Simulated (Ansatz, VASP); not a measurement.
# W in VASP and in Ansatz

File INCAR:

```
SYSTEM = W
ALGO     = Fast           ! electronic algorithm
EDIFF    = 1E-7           ! SCF threshold, eV
ENCUT    = 520            ! plane-wave cutoff, eV
GGA      = PE             ! functional
ISIF     = 2              ! what is computed and relaxed
ISMEAR   = 0              ! smearing method
LASPH    = .TRUE.         ! aspherical terms in the spheres
LCHARG   = .FALSE.        ! write CHGCAR
LREAL    = .FALSE.        ! projectors in reciprocal space
LWAVE    = .FALSE.        ! write WAVECAR
NBANDS   = 13             ! bands
NELM     = 80             ! most SCF steps
PREC     = Accurate       ! precision mode
SIGMA    = 0.15           ! smearing width, eV
```

Contents of KPOINTS:

```
k-points
0
G
  24 24 24
  0 0 0
```

File POSCAR:

```
W
1.0
   -1.6423178603      1.6423178603      1.5109324315
    1.6423178603     -1.6423178603      1.5109324315
    1.6423178603      1.6423178603     -1.5109324315
W
1
Direct
    0.0000000000      0.0000000000      0.0000000000
```

Input for Ansatz:

```yaml
crystal:
  lattice:
    - [-1.6423178603, 1.6423178603, 1.5109324315]
    - [1.6423178603, -1.6423178603, 1.5109324315]
    - [1.6423178603, 1.6423178603, -1.5109324315]
  atoms:
    - { symbol: W, position: [0.0, 0.0, 0.0] }
basis:
  ecutwfc: 420
kpoints:
  mp_grid: { grid: [24, 24, 24] }
hamiltonian:
  xc: pbe
scf:
  occupations: { method: gaussian, width: 0.15 }
output:
  forces: true
  stress: true
  eigenvalues: true
```

Alike in both runs: task single point; functional PBE; k mesh 24 × 24 × 24; occupations gaussian, width 0.15 eV; no spin polarisation.

|  | VASP | Ansatz |
| --- | --- | --- |
| version | VASP 6.6.1 | Ansatz 0.2.0 |
| potentials or method | VASP PAW PBE potentials, release 64 (W_sv), cutoff 520 eV | scalar-relativistic, plane waves, PAW |
| valence electrons in the cell | 14 | 14 |

|  | VASP | Ansatz | Ansatz less VASP |
| --- | --- | --- | --- |
| gap on the k mesh at the Fermi level (eV) | none | none | - |
| pressure (GPa) | -1.5 | -2.0 | -0.47 |
| traceless stress, the component that is largest in VASP (GPa) | 17.26 | 17.26 | +0.003 |

A gap of «none» marks a metal or a gap that the smearing closes. With one functional, cell and mesh, what is left measures potentials, basis and numerics.

Neither program's run includes spin-orbit coupling.
